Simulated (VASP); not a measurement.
# MgS (F-43m) in VASP: notebook, part 2 of 2

VASP 6.6.1. The steps go on from the part before.

## Step 4: Single point, LDA

This run uses another cell than the first one, of 23.65 Å³/atom, 1.083 times its volume.

INCAR reads:

```
ALGO = Normal
EDIFF = 1E-7
ENCUT = 520
ISIF = 2
ISMEAR = -1
LASPH = T
LCHARG = F
LREAL = F
LWAVE = F
NBANDS = 11
NELM = 100
PREC = Accurate
SIGMA = 0.05
```

KPOINTS reads:

```
k-points
0
Gamma
  8 8 8
```

POSCAR reads:

```
MgS
1.0
    0.0000000000      2.8704022176      2.8704022176
    2.8704022176      0.0000000000      2.8704022176
    2.8704022176      2.8704022176      0.0000000000
S Mg
1 1
Direct
    0.2500000000      0.2500000000      0.2500000000
    0.0000000000      0.0000000000      0.0000000000
```

Potentials or basis: VASP PAW LDA potentials, release 64 (S, Mg).

On the command line:

```sh
$ cat potpaw_LDA.64/S/POTCAR potpaw_LDA.64/Mg/POTCAR > POTCAR
$ mpirun -np 1 vasp_std > vasp.out
```

OUTCAR:

```text
EDIFF = 1E-7
   ENCUT = 520
   ISIF = 2
   ISMEAR = -1
   LASPH = T
   LREAL = F
   NELM = 100
   PREC = Accurate

 ion  position               nearest neighbor table
   1  0.250  0.250  0.250-   2 2.49   2 2.49   2 2.49   2 2.49
   2  0.000  0.000  0.000-   1 2.49   1 2.49   1 2.49   1 2.49

  LATTYP: Found a face centered cubic cell.
 ALAT       =     5.7408044352

  Lattice vectors:

 A1 = (   0.0000000000,   2.8704022176,   2.8704022176)
 A2 = (   2.8704022176,   0.0000000000,   2.8704022176)
 A3 = (   2.8704022176,   2.8704022176,   0.0000000000)

Analysis of symmetry for initial positions (statically):
=====================================================================
 Subroutine PRICEL returns:
 Original cell was already a primitive cell.

 Routine SETGRP: Setting up the symmetry group for a
 face centered cubic supercell.

 Subroutine GETGRP returns: Found 24 space group operations
 (whereof 24 operations were pure point group operations)
 out of a pool of 48 trial point group operations.

The static configuration has the point symmetry T_d .

[... 162 lines left out ...]
 cond. band min:       3.6314183069   @ k =   0.0000   0.0000   0.0000
 fundamental gap:      2.9930438770
 Fermi energy:         1.7113810185

 k-point     1 :       0.0000    0.0000    0.0000
  band No.  band energies     occupation
      1     -10.4662      2.00000
      2       0.6384      2.00000
      3       0.6384      2.00000
      4       0.6384      2.00000
      5       3.6314      0.00000
      6       8.2976      0.00000
      7       8.2976      0.00000
      8       8.2976      0.00000
      9      11.2921      0.00000
     10      11.2921      0.00000
     11      13.6487      0.00000
[... 309 lines left out ...]
 k-point    24 :      -0.3750    0.2500    0.1250
  band No.  band energies     occupation
      1      -9.7225      2.00000
      2      -2.0940      2.00000
      3      -0.6383      2.00000
      4       0.0042      2.00000
      5       6.4219      0.00000
      6       6.7822      0.00000
      7       8.9618      0.00000
      8       9.2173      0.00000
      9      11.6003      0.00000
     10      13.0580      0.00000
     11      14.4331      0.00000

 [... further k-points ...]
[... 5 lines left out ...]
  --------------------------------------------------------------------------------------
  -------------------------------------------------------------------------------------
  Total       -1.2985351     -1.2985351     -1.2985351     -0.0000000      0.0000000      0.0000000
  in kB      -43.9851430    -43.9851430    -43.9851430     -0.0000000      0.0000000      0.0000000
  external PRESSURE =     -43.9851430 kB  Pullay stress =       0.0000000 kB

 VOLUME and BASIS-vectors are now :
 -----------------------------------------------------------------------------
  energy-cutoff  :      520.00
  volume of cell :       47.30
      direct lattice vectors                 reciprocal lattice vectors
     0.000000000  2.870402218  2.870402218    -0.174191616  0.174191616  0.174191616
     2.870402218  0.000000000  2.870402218     0.174191616 -0.174191616  0.174191616
     2.870402218  2.870402218  0.000000000     0.174191616  0.174191616 -0.174191616

 POSITION                                       TOTAL-FORCE (eV/Angst)
 -----------------------------------------------------------------------------------
      1.43520      1.43520      1.43520        -0.000000      0.000000      0.000000
      0.00000      0.00000      0.00000         0.000000     -0.000000     -0.000000
 -----------------------------------------------------------------------------------
    total drift:                               -0.000000     -0.000000     -0.000000

  FREE ENERGIE OF THE ION-ELECTRON SYSTEM (eV)
  ---------------------------------------------------
  free  energy   TOTEN  =        -9.3387829466 eV

  energy  without entropy=       -9.3387829466  energy(sigma->0) =       -9.33878295
```

OSZICAR:

```text
N       E                     dE             d eps       ncg     rms          rms(c)
DAV:   1     0.244275582653E+02    0.24428E+02   -0.34667E+03   646   0.575E+02
DAV:   2    -0.791433930262E+01   -0.32342E+02   -0.31400E+02   757   0.100E+02
DAV:   3    -0.988879793692E+01   -0.19745E+01   -0.19707E+01   791   0.273E+01
DAV:   4    -0.990598088117E+01   -0.17183E-01   -0.17180E-01   773   0.298E+00
DAV:   5    -0.990617645127E+01   -0.19557E-03   -0.19557E-03   799   0.315E-01    0.393E+00
DAV:   6    -0.939313427763E+01    0.51304E+00   -0.13488E+00   698   0.412E+00    0.288E+00
DAV:   7    -0.934414622485E+01    0.48988E-01   -0.22155E-01   772   0.180E+00    0.215E+00
DAV:   8    -0.933976832941E+01    0.43779E-02   -0.16073E-02   737   0.737E-01    0.115E+00
DAV:   9    -0.933876316781E+01    0.10052E-02   -0.23188E-03   749   0.232E-01    0.396E-01
DAV:  10    -0.933878419093E+01   -0.21023E-04   -0.70527E-05   752   0.446E-02    0.142E-01
DAV:  11    -0.933878318699E+01    0.10039E-05   -0.59180E-05   746   0.325E-02    0.552E-02
DAV:  12    -0.933878298661E+01    0.20038E-06   -0.13709E-06   769   0.609E-03    0.220E-02
DAV:  13    -0.933878294664E+01    0.39969E-07   -0.34117E-07   722   0.265E-03
   1 F= -.93387829E+01 E0= -.93387829E+01  d E =-.325242E-10
```

It took 6.6 s on 1 thread of Intel Xeon 6975P-C (Granite Rapids), shared host; peak memory 0.15 GiB.

Results:

```yaml
Free_energy: -9.3388 eV
Pressure: -4.4 GPa
Band_gap_on_the_k_mesh: 2.99 eV, direct
```

## Step 5: Single point, r2SCAN

This run uses another cell than the first one, of 21.38 Å³/atom, 0.979 times its volume.

POSCAR reads:

```
MgS
1.0
    0.0000000000      2.7752850422      2.7752850422
    2.7752850422      0.0000000000      2.7752850422
    2.7752850422      2.7752850422      0.0000000000
S Mg
1 1
Direct
    0.2500000000      0.2500000000      0.2500000000
    0.0000000000      0.0000000000      0.0000000000
```

INCAR.step1 reads:

```
SYSTEM = MgS
  ALGO = Normal
  EDIFF = 1E-4
  ENCUT = 520
  GGA = PE
  ISMEAR = -1
  LASPH = .TRUE.
  LCHARG = .FALSE.
  LREAL = .FALSE.
  LWAVE = .TRUE.
  NBANDS = 11
  NELM = 80
  PREC = Accurate
  SIGMA = 0.05
```

INCAR.step2 reads:

```
SYSTEM = MgS
  ALGO = Normal
  EDIFF = 1E-6
  ENCUT = 520
  ISIF = 2
  ISMEAR = -1
  ISTART = 1
  LASPH = .TRUE.
  LCHARG = .TRUE.
  LELF = .TRUE.
  LMIXTAU = .TRUE.
  LREAL = .FALSE.
  LVHAR = .TRUE.
  LWAVE = .FALSE.
  METAGGA = R2SCAN
  NBANDS = 11
  NELM = 80
  PREC = Accurate
  SIGMA = 0.05
```

KPOINTS reads:

```
k-points
0
G
  8 8 8
  0 0 0
```

Potentials or basis: VASP PAW PBE potentials, release 64 (S, Mg).

On the command line:

```sh
$ cat potpaw_PBE.64/S/POTCAR potpaw_PBE.64/Mg/POTCAR > POTCAR
$ cp INCAR.step1 INCAR
$ mpirun -np 1 vasp_std > vasp.out
$ cp INCAR.step2 INCAR
$ mpirun -np 1 vasp_std > vasp.out
```

It took 35 s on 1 thread of Intel Xeon 6975P-C (Granite Rapids), shared host; peak memory 0.17 GiB.

The run converged. Its results:

* Free energy: -15.4235 eV
* Pressure: 3.7 GPa
* Band gap on the k mesh: 4.27 eV, indirect (least direct gap 4.45 eV)

Levels at points of the mesh, in eV from the valence-band top:
```csv
k point,band 1,band 2,band 3,band 4,band 5,band 6,band 7,band 8,band 9
"(0.00, 0.00, 0.00)",-11.95,0.00,0.00,0.00,4.45,8.75,8.75,8.75,11.58
"(0.50, 0.00, 0.00)",-11.16,-3.36,-0.35,-0.35,6.01,8.29,8.29,9.58,14.11
"(0.50, 0.50, 0.00)",-10.90,-3.00,-1.12,-1.12,4.27,6.34,12.77,13.78,13.78
```

Caveat: the PAW data sets were made with another functional, which shifts forces and pressure a little. r2SCAN opens gaps a little over a GGA but as a rule still falls short of measured ones.

## Step 6: Single point, r2SCAN

POSCAR reads:

```
MgS
1.0
    0.0000000000      2.7948299470      2.7948299470
    2.7948299470      0.0000000000      2.7948299470
    2.7948299470      2.7948299470      0.0000000000
S Mg
1 1
Direct
    0.2500000000      0.2500000000      0.2500000000
    0.0000000000      0.0000000000      0.0000000000
```

INCAR.step1 reads:

```
SYSTEM = MgS
ALGO     = Normal         ! electronic algorithm
EDIFF    = 1E-4           ! SCF threshold, eV
ENCUT    = 520            ! plane-wave cutoff, eV
GGA      = PE             ! functional
ISMEAR   = -1             ! smearing method
LASPH    = .TRUE.         ! aspherical terms in the spheres
LCHARG   = .FALSE.        ! write CHGCAR
LREAL    = .FALSE.        ! projectors in reciprocal space
LWAVE    = .TRUE.         ! write WAVECAR
NBANDS   = 11             ! bands
NELM     = 60             ! most SCF steps
PREC     = Accurate       ! precision mode
SIGMA    = 0.05           ! smearing width, eV
```

INCAR.step2 reads:

```
SYSTEM = MgS
ALGO     = Normal         ! electronic algorithm
EDIFF    = 1E-6           ! SCF threshold, eV
ENCUT    = 520            ! plane-wave cutoff, eV
ISIF     = 2              ! what is computed and relaxed
ISMEAR   = -1             ! smearing method
ISTART   = 1            
LASPH    = .TRUE.         ! aspherical terms in the spheres
LCHARG   = .FALSE.        ! write CHGCAR
LMIXTAU  = .TRUE.       
LREAL    = .FALSE.        ! projectors in reciprocal space
LWAVE    = .FALSE.        ! write WAVECAR
METAGGA  = R2SCAN         ! meta-GGA
NBANDS   = 11             ! bands
NELM     = 60             ! most SCF steps
PREC     = Accurate       ! precision mode
SIGMA    = 0.05           ! smearing width, eV
```

KPOINTS is that of step 5.

Potentials or basis: VASP PAW PBE potentials, release 64 (S, Mg).

On the command line:

```sh
$ cat potpaw_PBE.64/S/POTCAR potpaw_PBE.64/Mg/POTCAR > POTCAR
$ cp INCAR.step1 INCAR
$ mpirun -np 1 vasp_std > vasp.out
$ cp INCAR.step2 INCAR
$ mpirun -np 1 vasp_std > vasp.out
```

OUTCAR:

```text
SYSTEM = MgS
   EDIFF = 1E-6
   ENCUT = 520
   ISIF = 2
   ISMEAR = -1
   ISTART = 1
   LASPH = .TRUE.
   LREAL = .FALSE.
   METAGGA = R2SCAN
   NELM = 60
   PREC = Accurate

 ion  position               nearest neighbor table
   1  0.250  0.250  0.250-   2 2.42   2 2.42   2 2.42   2 2.42
   2  0.000  0.000  0.000-   1 2.42   1 2.42   1 2.42   1 2.42

  LATTYP: Found a face centered cubic cell.
 ALAT       =     5.5896598940

  Lattice vectors:

 A1 = (   0.0000000000,   2.7948299470,   2.7948299470)
 A2 = (   2.7948299470,   0.0000000000,   2.7948299470)
 A3 = (   2.7948299470,   2.7948299470,   0.0000000000)
[... 513 lines left out ...]
      8      10.7046      0.00000
      9      13.4361      0.00000
     10      14.8916      0.00000
     11      16.3021      0.00000

 [... further k-points ...]
[... 5 lines left out ...]
  --------------------------------------------------------------------------------------
  -------------------------------------------------------------------------------------
  Total        0.6030210      0.6030210      0.6030210     -0.0000000     -0.0000000      0.0000000
  in kB       22.1282409     22.1282409     22.1282409     -0.0000000     -0.0000000      0.0000000
  external PRESSURE =      22.1282409 kB  Pullay stress =       0.0000000 kB

 VOLUME and BASIS-vectors are now :
 -----------------------------------------------------------------------------
  energy-cutoff  :      520.00
  volume of cell :       43.66
      direct lattice vectors                 reciprocal lattice vectors
     0.000000000  2.794829947  2.794829947    -0.178901761  0.178901761  0.178901761
     2.794829947  0.000000000  2.794829947     0.178901761 -0.178901761  0.178901761
     2.794829947  2.794829947  0.000000000     0.178901761  0.178901761 -0.178901761

 POSITION                                       TOTAL-FORCE (eV/Angst)
 -----------------------------------------------------------------------------------
      1.39741      1.39741      1.39741         0.000000     -0.000000      0.000000
      0.00000      0.00000      0.00000        -0.000000      0.000000     -0.000000
 -----------------------------------------------------------------------------------
    total drift:                               -0.000003     -0.000003     -0.000003

  FREE ENERGIE OF THE ION-ELECTRON SYSTEM (eV)
  ---------------------------------------------------
  free  energy   TOTEN  =       -15.4404770724 eV

  energy  without entropy=      -15.4404770723  energy(sigma->0) =      -15.44047707
```

OUTCAR.step1:

```text
SYSTEM = MgS
   EDIFF = 1E-4
   ENCUT = 520
   GGA = PE
   ISMEAR = -1
   LASPH = .TRUE.
   LREAL = .FALSE.
[... 556 lines left out ...]
      1.39741      1.39741      1.39741         0.000000      0.000000      0.000000
      0.00000      0.00000      0.00000        -0.000000     -0.000000     -0.000000
 -----------------------------------------------------------------------------------
    total drift:                               -0.000000     -0.000000     -0.000000

  FREE ENERGIE OF THE ION-ELECTRON SYSTEM (eV)
  ---------------------------------------------------
  free  energy   TOTEN  =        -8.4476193986 eV

  energy  without entropy=       -8.4476193986  energy(sigma->0) =       -8.44761940
```

Wall time 37 s (1 thread of Intel Xeon 6975P-C (Granite Rapids), shared host); peak memory 0.17 GiB.

What came out:

```
Free energy            : -15.4405 eV
Pressure               : 2.2 GPa
Band gap on the k mesh : 4.29 eV, indirect (least direct gap 4.34 eV)
```

Caveat: the PAW data sets were made with another functional, which shifts forces and pressure a little. r2SCAN opens gaps a little over a GGA but as a rule still falls short of measured ones.

## Step 7: The runs side by side

```csv
level,potentials or basis,cell,gap on the mesh (eV),pressure (GPa)
LDA,"VASP PAW LDA potentials, release 64 (S, Mg)","a = 3.952 Å, angles 60.0°, 2 atoms",3.39,-0.2
LDA,"VASP PAW LDA potentials, release 64 (S, Mg)","a = 3.980 Å, angles 60.0°, 2 atoms",3.28,-1.4
LDA,"VASP PAW LDA potentials, release 64 (S, Mg)","a = 4.059 Å, angles 60.0°, 2 atoms",2.99,-4.4
r2SCAN,"VASP PAW PBE potentials, release 64 (S, Mg)","a = 3.925 Å, angles 60.0°, 2 atoms",4.27,3.7
r2SCAN,"VASP PAW PBE potentials, release 64 (S, Mg)","a = 3.952 Å, angles 60.0°, 2 atoms",4.29,2.2
```

Alike in all rows: task single point; no spin polarisation; k mesh 8 × 8 × 8; cutoff (eV) 520; smearing fermi-dirac 0.05 eV.

Caveats: the PAW data sets were made with another functional, which shifts forces and pressure a little (some runs).

Absolute energies hang on the potentials; compare differences alone.
